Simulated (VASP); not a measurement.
# Rb (I4/mmm) in VASP: further runs

The runs below take Rb through single point, with PBEsol.

Everything below comes from runs of VASP 6.6.1. Logs are shortened: lines on timing, memory, paths and dates and some standing lists are left out, and cuts for length are marked.

## Step 1: The cell of the first run

Symmetry: I4/mmm, No. 139, tetragonal system. The conventional cell has a = 5.612 Å, b = 5.612 Å, c = 5.696 Å, α = 90.00°, β = 90.00°, γ = 90.00°.

## Step 2: Single point, PBEsol (strain +0.0150 x Voigt [1, 0, 0, 0, 0, 0])

INCAR reads:

```
SYSTEM = Rb
ALGO = Fast ; EDIFF = 1E-6
ENCUT = 520 ; GGA = PS
ISIF = 2 ; ISMEAR = 0
LASPH = .True. ; LCHARG = .False.
LREAL = .False. ; LWAVE = .False.
NBANDS = 10 ; NELM = 80
PREC = Accurate ; SIGMA = 0.15
```

KPOINTS reads:

```
k-points
0
Gamma
  12 12 12
  0 0 0
```

POSCAR reads:

```
Rb
1.0
   -2.8480900000      2.8060000000      2.8060000000
    2.8480900000     -2.8060000000      2.8060000000
    2.8480900000      2.8060000000     -2.8060000000
Rb
1
Direct
    0.0000000000      0.0000000000      0.0000000000
```

Potentials or basis: VASP PAW PBE potentials, release 64 (Rb_sv).

The run is started by

```bash
$ cat potpaw_PBE.64/Rb_sv/POTCAR > POTCAR
$ mpirun -np 1 vasp_std > vasp.out
```

OUTCAR:

```text
SYSTEM = Rb
   EDIFF = 1E-6
   ENCUT = 520
   GGA = PS
   ISIF = 2
   ISMEAR = 0
   LASPH = .True.
   LREAL = .False.
   NELM = 80
   PREC = Accurate

 ion  position               nearest neighbor table
   1  0.000  0.000  0.000-

  LATTYP: Found a body centered tetragonal cell.
 ALAT       =     5.6120000000
 C/A-ratio  =     1.0150000000

  Lattice vectors:

 A1 = (  -2.8480900000,   2.8060000000,  -2.8060000000)
 A2 = (  -2.8480900000,  -2.8060000000,   2.8060000000)
 A3 = (   2.8480900000,   2.8060000000,   2.8060000000)

Analysis of symmetry for initial positions (statically):
=====================================================================
 Subroutine PRICEL returns:
 Original cell was already a primitive cell.

 Routine SETGRP: Setting up the symmetry group for a
 body centered tetragonal supercell.

 Subroutine GETGRP returns: Found 16 space group operations
 (whereof 16 operations were pure point group operations)
 out of a pool of 16 trial point group operations.

The static configuration has the point symmetry D_4h.

Analysis of symmetry for dynamics (positions and initial velocities):
=====================================================================
 Subroutine PRICEL returns:
 Original cell was already a primitive cell.

 Routine SETGRP: Setting up the symmetry group for a
 body centered tetragonal supercell.

 Subroutine GETGRP returns: Found 16 space group operations
 (whereof 16 operations were pure point group operations)
 out of a pool of 16 trial point group operations.

The dynamic configuration has the point symmetry D_4h.

 Subroutine INISYM returns: Found 16 space group operations
 (whereof 16 operations are pure point group operations),
 and found     1 'primitive' translations

----------------------------------------------------------------------------------------

                                     Primitive cell

  volume of cell :      89.6993

  direct lattice vectors                    reciprocal lattice vectors
    -2.848090000  2.806000000  2.806000000     0.000000000  0.178189594  0.178189594
     2.848090000 -2.806000000  2.806000000     0.175556250  0.000000000  0.178189594
     2.848090000  2.806000000 -2.806000000     0.175556250  0.178189594  0.000000000

  length of vectors
     4.884556136  4.884556136  4.884556136     0.251998140  0.250143016  0.250143016

[... 77 lines left out ...]
   NELM   =     80;   NELMIN=  2; NELMDL= -5     # of ELM steps
   EDIFF  = 0.1E-05   stopping-criterion for ELM
   LREAL  =      F    real-space projection
   EDIFFG = 0.1E-04   stopping-criterion for IOM
   NSW    =      0    number of steps for IOM
   IBRION =     -1    ionic relax: 0-MD 1-quasi-New 2-CG
   NFREE  =      0    steps in history (QN), initial steepest desc. (CG)
   ISIF   =      2    stress and relaxation
   ISYM   =      2    0-nonsym 1-usesym 2-fastsym
   POTIM  = 0.5000    time-step for ionic-motion
   TEBEG  =    0.0;   TEEND  =   0.0 temperature during run
   PSTRESS=    0.0 pullay stress
   NELECT =       9.0000    total number of electrons
   NUPDOWN=      -1.0000    fix difference up-down
   EMIN   =  10.00;   EMAX   =-10.00  energy-range for DOS
   EFERMI =   0.00;   METHOD = LEGACY
   ISMEAR =     0;   SIGMA  =   0.15  broadening in eV -4-tet -1-fermi 0-gaus
   EFERMI_NEDOS =   21; number of points for ismear=-14 and -15
   IALGO  =     68    algorithm
   IMIX   =      4    mixing-type and parameters
     AMIX     =   0.40;   BMIX     =  1.00
     AMIX_MAG =   1.60;   BMIX_MAG =  1.00
  volume/ion in A,a.u.               =      89.70       605.32
  Fermi-wavevector in a.u.,A,eV,Ry     =   0.760722  1.437556  7.873664  0.578698
  Thomas-Fermi vector in A             =   1.859803
   LORBIT       =      0    0 simple, 1 ext, 2 COOP (PROOUT), +10 PAW based schemes
   GGA     = PS    functional components
   LHFCALC =     F    Hartree Fock is set to
   AEXX    =    0.0000 exact exchange contribution
   IVDW    =     0    specifies the selected vdW correction
   LEPSILON=     F    determine dielectric tensor
   LRPA    =     F    only Hartree local field effects (RPA)
 non-spin polarized calculation
 RMM-DIIS sequential band-by-band and
 Gauss-broadening in eV      SIGMA  =   0.15
  energy-cutoff  :      520.00
  volume of cell :       89.70
 maximum number of plane-waves:      2446
   NGX = 19   NGY = 19   NGZ = 19

 number of electron       9.0000000 magnetization

 Free energy of the ion-electron system (eV)
  ---------------------------------------------------
  ext. energy  EPLUGINS =         0.00000000
  ---------------------------------------------------
  free energy    TOTEN  =        -1.02809360 eV

  energy without entropy =       -1.01686560  energy(sigma->0) =       -1.02247960

 E-fermi :  -0.0283     XC(G=0):  -5.5567

 val. band max:       -0.0301345824   @ k =   0.4167  -0.2500   0.1667
 cond. band min:      -0.0130943284   @ k =   0.1667   0.5000   0.0000
 fundamental gap:      0.0170402540
 Fermi energy:        -0.0283200410

 k-point     1 :       0.0000    0.0000    0.0000
  band No.  band energies     occupation
      1     -28.8712      2.00000
      2     -12.9167      2.00000
      3     -12.9167      2.00000
      4     -12.9166      2.00000
      5      -2.0162      2.00000
      6       3.6475      0.00000
      7       3.6475      0.00000
      8       3.7231      0.00000
      9       4.5748      0.00000
     10       4.6809      0.00000
[... 287 lines left out ...]
 k-point    24 :       0.2500    0.2500    0.0000
  band No.  band energies     occupation
      1     -28.8667      2.00000
      2     -12.9995      2.00000
      3     -12.9590      2.00000
      4     -12.9274      2.00000
      5      -0.0343      1.04522
      6       1.5690      0.00000
      7       1.9922      0.00000
      8       4.2049      0.00000
      9       4.4437      0.00000
     10       5.2836      0.00000

 [... further k-points ...]
[... 5 lines left out ...]
  --------------------------------------------------------------------------------------
  -------------------------------------------------------------------------------------
  Total       -0.0575919     -0.0559916     -0.0559916      0.0000000      0.0000000     -0.0000000
  in kB       -1.0286864     -1.0001028     -1.0001028      0.0000000      0.0000000     -0.0000000
  external PRESSURE =      -1.0096307 kB  Pullay stress =       0.0000000 kB

 VOLUME and BASIS-vectors are now :
 -----------------------------------------------------------------------------
  energy-cutoff  :      520.00
  volume of cell :       89.70
      direct lattice vectors                 reciprocal lattice vectors
    -2.848090000  2.806000000  2.806000000     0.000000000  0.178189594  0.178189594
     2.848090000 -2.806000000  2.806000000     0.175556250  0.000000000  0.178189594
     2.848090000  2.806000000 -2.806000000     0.175556250  0.178189594  0.000000000

 POSITION                                       TOTAL-FORCE (eV/Angst)
 -----------------------------------------------------------------------------------
      0.00000      0.00000      0.00000         0.000000     -0.000000      0.000000
 -----------------------------------------------------------------------------------
    total drift:                               -0.000000      0.000000      0.000000

  FREE ENERGIE OF THE ION-ELECTRON SYSTEM (eV)
  ---------------------------------------------------
  free  energy   TOTEN  =        -1.0280935954 eV

  energy  without entropy=       -1.0168655995  energy(sigma->0) =       -1.02247960
```

OSZICAR:

```text
N       E                     dE             d eps       ncg     rms          rms(c)
DAV:   1     0.435924416587E+02    0.43592E+02   -0.33351E+03  3260   0.660E+02
DAV:   2     0.180439968575E+01   -0.41788E+02   -0.40874E+02  3696   0.124E+02
DAV:   3    -0.913391974552E+00   -0.27178E+01   -0.27090E+01  4236   0.328E+01
DAV:   4    -0.102597228204E+01   -0.11258E+00   -0.11210E+00  4686   0.573E+00
DAV:   5    -0.102803321249E+01   -0.20609E-02   -0.20608E-02  4298   0.690E-01    0.113E+00
RMM:   6    -0.102766716620E+01    0.36605E-03   -0.16383E-03  3853   0.252E-01    0.695E-01
RMM:   7    -0.102801043636E+01   -0.34327E-03   -0.38558E-03  4075   0.372E-01    0.505E-02
RMM:   8    -0.102808717722E+01   -0.76741E-04   -0.21905E-04  4923   0.956E-02    0.764E-03
RMM:   9    -0.102809213561E+01   -0.49584E-05   -0.54370E-05  5439   0.350E-02    0.633E-03
RMM:  10    -0.102809341303E+01   -0.12774E-05   -0.90234E-06  5209   0.157E-02    0.389E-03
RMM:  11    -0.102809359536E+01   -0.18233E-06   -0.38523E-06  4444   0.824E-03
   1 F= -.10280936E+01 E0= -.10224796E+01  d E =-.112280E-01
```

Run time: 90 s. Hardware: 1 thread of Intel Xeon Platinum 8488C (Sapphire Rapids), shared host; peak memory 0.29 GiB.

Results:

- Free energy: -1.0281 eV
- Pressure: -0.1 GPa

Caveat: the cell differs from its parent crystal (strain +0.0150 x Voigt [1, 0, 0, 0, 0, 0]); the PAW data sets were made with another functional, which shifts forces and pressure a little.

[end of part 1 of 2]
